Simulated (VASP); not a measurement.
**Nb2Cu4Rh7Au3: single point with PBEsol**

Nb2Cu4Rh7Au3:

```
CELL_PARAMETERS angstrom
-3.98107 3.88473 -3.74893
3.88587 3.84945 3.80885
3.93685 -3.94465 -3.76462
ATOMIC_POSITIONS crystal
Cu 0.25320 0.00537 0.76214
Cu 0.50672 0.01685 0.49701
Cu 0.23901 0.24154 0.49536
Cu 0.50496 0.25372 0.25504
Nb 0.51662 0.75798 0.74250
Nb 0.23041 0.73797 0.99667
Rh 0.99244 0.24928 0.74919
Rh 0.74022 0.49374 0.74417
Rh 0.02200 0.50114 0.51715
Rh 0.72348 0.00021 0.23617
Rh 0.01642 0.00968 0.01059
Rh 0.24431 0.49557 0.25490
Rh 0.74119 0.22899 0.97509
Au 0.75400 0.74705 0.49859
Au 0.01733 0.76601 0.26995
Au 0.49110 0.48087 0.98463
```

```json
{"Program": "VASP 6.6.1", "Task": "single point", "Functional": "PBEsol", "Potentials or basis": "VASP PAW PBE potentials, release 64 (Cu, Nb_sv, Rh_pv, Au)", "Cutoff": "520 eV", "k mesh": "3 × 3 × 3", "Occupations": "gaussian, width 0.1 eV", "Spin": "no spin polarisation"}
```

```
Pressure               : 0.1 GPa
Largest force          : 0.031 eV/Å
Band gap on the k mesh : zero (bands 104 and 105 overlap by 0.32 eV)
```

Forces in eV/Å, atoms in the order of the input:
```
Cu   0.001 -0.011  0.006
Cu  -0.004  0.001  0.005
Cu   0.013 -0.007  0.008
Cu  -0.009  0.001  0.004
Nb  -0.003 -0.010 -0.020
Nb  -0.003 -0.018 -0.005
Rh   0.003  0.001  0.002
Rh   0.015  0.007 -0.009
Rh   0.011  0.003  0.014
Rh  -0.014 -0.003 -0.004
Rh  -0.003 -0.007  0.002
Rh   0.000  0.003  0.007
Rh   0.011  0.029  0.000
Au  -0.013  0.006 -0.002
Au  -0.017 -0.016 -0.002
Au   0.013  0.020 -0.006
```

Stress tensor (GPa, compression positive):
```
 0.11  0.06 -0.02
 0.06  0.09 -0.02
-0.02 -0.02  0.02
```

Levels at points of the mesh, in eV from the Fermi level:
```tsv
k point	band 101	band 102	band 103	band 104	band 105	band 106	band 107	band 108
(0.00, 0.00, 0.00)	-0.08	0.00	0.15	0.20	0.29	0.51	0.63	0.89
```

Run time: 37 min on 1 thread of AMD EPYC 9755 128-Core Processor (shared host), peak memory 0.46 GiB.

Caveat: the k points lie up to 0.39 Å⁻¹ apart; the PAW data sets were made with another functional, which shifts forces and pressure a little; spin-orbit coupling is left out, which moves the levels of the heavy elements.
